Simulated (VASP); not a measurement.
Input of a VASP 6.6.1 run:

INCAR

```
PREC = Accurate ; ENCUT = 520
EDIFF = 1E-8 ; ISMEAR = -1
SIGMA = 0.02 ; LREAL = F
LASPH = T ; NELM = 80
ALGO = Normal ; ISIF = 2
LWAVE = F ; LCHARG = F
GGA = RE ; LEFG = T
NBANDS = 13
```

Contents of KPOINTS:

```
regular mesh
0
Gamma
  10 10 10
```

POSCAR

```
O
1.0
    1.4041122177      0.8106645668      3.3622362452
   -1.4041122177      0.8106645668      3.3622362452
    0.0000000000     -1.6213291337      3.3622362452
O
2
Direct
    0.0577000000      0.0577000000      0.0577000000
    0.9423000000      0.9423000000      0.9423000000
```

Potentials or basis: VASP PAW PBE potentials, release 64 (O).

Run with:

```bash
$ cat potpaw_PBE.64/O/POTCAR > POTCAR
$ mpirun -np 1 vasp_std > vasp.out
```

**Question.** Estimate the largest force.

**Answer.** 6.207 eV/Å.

**Question.** What does it give for the band gap on the k mesh?

**Answer.** Zero (bands 6 and 7 overlap by 1.37 eV).

**Question.** Estimate the pressure.

**Answer.** 18.3 GPa.

Stress tensor (GPa, compression positive):
```
-3.22  0.00  0.00
 0.00 -3.22  0.00
 0.00  0.00 61.34
```

Caveat: the standard files for N, O and F lose accuracy on very short bonds; spin is off for a triplet molecule; the cell stands under pressure; this functional lacks dispersion, which holds the molecules together, so the pressure and a relaxed volume are unreliable; without QUAD_EFG the Cq values of the log hold for a quadrupole moment of 1 mb, not for the nuclei; the PAW data sets were made with another functional, which shifts forces and pressure a little.
